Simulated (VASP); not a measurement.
Mo, 1 atom in the cell. It takes space group Pm-3m (No. 221, cubic). The conventional cell has a = 2.532 Å, b = 2.532 Å, c = 2.532 Å, α = 90.00°, β = 90.00°, γ = 90.00°. Mo (site symmetry m-3m) has 6 Mo at 2.53 Å within 3.3 Å.  This cell differs from its parent crystal: volume scaled by 0.88.

| Quantity | Value |
| --- | --- |
| Program | VASP 6.6.1 |
| Task | single point |
| Functional | BLYP |
| Potentials or basis | VASP PAW PBE potentials, release 64 (Mo_sv) |
| Cutoff | 520 eV |
| k mesh | 13 × 13 × 13 |
| Occupations | fermi-dirac, width 0.1 eV |
| Spin | no spin polarisation |
| Dipole correction | no |
| Further INCAR settings | ALGO = Normal; EDIFF = 1e-06; NBANDS = 13 |

Potentials or basis: VASP PAW PBE potentials, release 64 (Mo_sv).

Launch:

```console
$ cat potpaw_PBE.64/Mo_sv/POTCAR > POTCAR
$ mpirun -np 1 vasp_std > vasp.out
```

Hardware: 1 thread of Intel(R) Xeon(R) Platinum 8559C (Emerald Rapids), with other jobs on the host.

Task: How long does it take, and how much memory?

Result: Wall time 8.5 s on 1 thread of Intel(R) Xeon(R) Platinum 8559C (Emerald Rapids), on a shared host, peak memory 0.13 GiB. Counts: scf iterations 11, k points 84.
